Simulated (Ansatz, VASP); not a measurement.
**Two plane-wave programs on SiC**

The input INCAR:

```
PREC = Accurate ; ENCUT = 520
EDIFF = 1E-6 ; ISMEAR = 0
SIGMA = 0.01 ; LREAL = False
LASPH = True ; NELM = 100
ALGO = Normal ; ISIF = 2
LWAVE = False ; LCHARG = False
GGA = PE ; NBANDS = 26
```

File KPOINTS:

```
regular mesh
0
Gamma
  9 9 2
```

POSCAR

```
SiC
1.0
    3.1547752875      0.0000000000      0.0000000000
   -1.5773876437      2.7321155422      0.0000000000
    0.0000000000      0.0000000000     10.3282748221
Si C
4 4
Direct
    0.6666666667      0.3333333333      0.9378481361
    0.3333333333      0.6666666667      0.4378481361
    0.0000000000      0.0000000000      0.6878946538
    0.0000000000      0.0000000000      0.1878946538
    0.6666666667      0.3333333333      0.7498045638
    0.3333333333      0.6666666667      0.2498045638
    0.0000000000      0.0000000000      0.5004516463
    0.0000000000      0.0000000000      0.0004516463
```

Input for Ansatz:

```yaml
crystal:
  lattice:
    - [3.1547752875, 0.0, 0.0]
    - [-1.5773876437, 2.7321155422, 0.0]
    - [0.0, 0.0, 10.3282748221]
  atoms:
    - { symbol: Si, position: [0.6666666667, 0.3333333333, 0.9378481361] }
    - { symbol: Si, position: [0.3333333333, 0.6666666667, 0.4378481361] }
    - { symbol: Si, position: [0.0, 0.0, 0.6878946538] }
    - { symbol: Si, position: [0.0, 0.0, 0.1878946538] }
    - { symbol: C, position: [0.6666666667, 0.3333333333, 0.7498045638] }
    - { symbol: C, position: [0.3333333333, 0.6666666667, 0.2498045638] }
    - { symbol: C, position: [0.0, 0.0, 0.5004516463] }
    - { symbol: C, position: [0.0, 0.0, 0.0004516463] }
kpoints:
  mp_grid: { grid: [9, 9, 2] }
hamiltonian:
  xc: pbe
scf:
  occupations: { method: fixed }
  n_extra_bands: 6
output:
  forces: true
  stress: true
  eigenvalues: true
```

Alike in both runs: task single point; functional PBE; k mesh 9 × 9 × 2; no spin polarisation.

```csv
,VASP,Ansatz
version,VASP 6.6.1,Ansatz 0.2.0
potentials or method,"VASP PAW PBE potentials, release 64 (Si, C)","plane waves, PAW"
plane-wave cutoff (eV),520,420
occupations,"gaussian, width 0.01 eV",fixed
valence electrons in the cell,32,32
```

```csv
,VASP,Ansatz,Ansatz less VASP
gap on the k mesh at the Fermi level (eV),2.30,2.30,0.000
pressure (GPa),-11.1,-11.1,+0.03
"traceless stress, the component that is largest in VASP (GPa)",0.10,0.10,0.000
rms of the force components (eV/Å),0.006,0.006,-0.0003
```

Atom by atom the forces differ by 0.000 eV/Å (rms over components).
